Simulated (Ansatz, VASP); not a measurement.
Cu: VASP beside Ansatz

INCAR

```
PREC = Accurate
ENCUT = 520
EDIFF = 1E-6
ISMEAR = 0
SIGMA = 0.15
LREAL = False
LASPH = True
NELM = 100
ALGO = Fast
ISIF = 2
LWAVE = False
LCHARG = True
GGA = PE
LELF = True
LVHAR = True
NBANDS = 18
```

KPOINTS

```
regular mesh
0
Gamma
  20 20 12
```

File POSCAR:

```
Cu
1.0
   -1.4732621048      1.4732621048      1.3819816208
    1.4732621048     -1.4732621048      1.3819816208
    2.9465242096      2.9465242096      0.0000000000
Cu
2
Direct
    0.0315650580     -0.1092071904      0.0000000000
    0.4684349420      0.6092071904      0.5000000000
```

Input for Ansatz:

```yaml
crystal:
  lattice:
    - [-1.4732621048, 1.4732621048, 1.3819816208]
    - [1.4732621048, -1.4732621048, 1.3819816208]
    - [2.9465242096, 2.9465242096, 0.0]
  atoms:
    - { symbol: Cu, position: [0.031565058, -0.1092071904, 0.0] }
    - { symbol: Cu, position: [0.468434942, 0.6092071904, 0.5] }
basis:
  ecutwfc: 520.0
kpoints:
  mp_grid: { grid: [20, 20, 12] }
hamiltonian:
  xc: pbe
  pseudopotentials: { kind: paw, azcp: { folder: soft_1 } }
scf:
  occupations: { method: gaussian, width: 0.15 }
output:
  forces: true
  stress: true
  eigenvalues: true
```

Change from the starting cell: mode 1 frozen in at -0.293 Å and mode 5 at -0.107 Å (largest displacements).

Alike in both runs: task single point; functional PBE; k mesh 20 × 20 × 12; occupations gaussian, width 0.15 eV; no spin polarisation.

|  | VASP | Ansatz |
| --- | --- | --- |
| version | VASP 6.6.1 | Ansatz 0.2.0 |
| potentials or method | VASP PAW PBE potentials, release 64 (Cu), cutoff 520 eV | scalar-relativistic, plane waves, PAW |
| valence electrons in the cell | 22 | 38 |

|  | VASP | Ansatz | Ansatz less VASP |
| --- | --- | --- | --- |
| gap on the k mesh at the Fermi level (eV) | none | none | - |
| pressure (GPa) | 2.4 | 1.2 | -1.27 |
| traceless stress, the component that is largest in VASP (GPa) | -4.56 | -4.55 | +0.012 |
| rms of the force components (eV/Å) | 0.208 | 0.207 | -0.0006 |

Atom by atom the forces differ by 0.001 eV/Å (rms over components). A gap of «none» marks a metal or a gap that the smearing closes. The functional is the same, so the differences come from potentials, cutoffs and numerics. VASP's potentials hold 22 valence electrons a cell and Ansatz's 38, so a difference there can come from the potentials and not from the codes.
